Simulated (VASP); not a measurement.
A run of VASP 6.6.1 is set up as follows.

INCAR

```
SYSTEM = Zn3GeN
PREC     = Accurate       ! precision mode
ENCUT    = 520            ! plane-wave cutoff, eV
EDIFF    = 1E-7           ! SCF threshold, eV
ISMEAR   = 0              ! smearing method
SIGMA    = 0.1            ! smearing width, eV
LREAL    = .FALSE.        ! projectors in reciprocal space
LASPH    = .TRUE.         ! aspherical terms in the spheres
NELM     = 60             ! most SCF steps
ALGO     = Fast           ! electronic algorithm
ISIF     = 2              ! what is computed and relaxed
LWAVE    = .FALSE.        ! write WAVECAR
LCHARG   = .TRUE.         ! write CHGCAR
GGA      = PE             ! functional
LELF     = .TRUE.         ! ELF
LVHAR    = .TRUE.       
NBANDS   = 36             ! bands
```

File KPOINTS:

```
Automatic mesh
0
G
  4 4 4
  0 0 0
```

Contents of POSCAR:

```
Zn3GeN
1.0
    3.8340285600      0.0000000000      0.0000000000
    0.0000000000      3.8340285600      0.0000000000
    0.0000000000      0.0000000000      4.8467266900
Zn Ge N
3 1 1
Direct
    0.0000000000      0.5000000000      0.5006765100
    0.5000000000      0.5000000000      0.1001364400
    0.5000000000      0.0000000000      0.5006765100
    0.0000000000      0.0000000000      0.9838940500
    0.5000000000      0.5000000000      0.6872155100
```

Potentials or basis: VASP PAW PBE potentials, release 64 (Zn, Ge_d, N).

Run with:

```console
$ cat potpaw_PBE.64/Zn/POTCAR potpaw_PBE.64/Ge_d/POTCAR potpaw_PBE.64/N/POTCAR > POTCAR
$ mpirun -np 1 vasp_std > vasp.out
```

Problem. What does it give for the band gap on the k mesh?

Solution. Zero (an odd number of electrons rules out a gap without spin polarisation).

Problem. Predict the largest force.

Solution. 1.374 eV/Å.

Forces on the atoms (eV/Å):
```
Zn   0.000  0.000 -0.230
Zn   0.000  0.000 -0.343
Zn   0.000  0.000 -0.230
Ge   0.000  0.000  1.374
N    0.000  0.000 -0.570
```

Caveat: the k points lie up to 0.41 Å⁻¹ apart, too coarse for converged energies and pressures of a metal; forces of over 1 eV/Å act on the atoms, so gaps and moduli don't describe the material at rest.
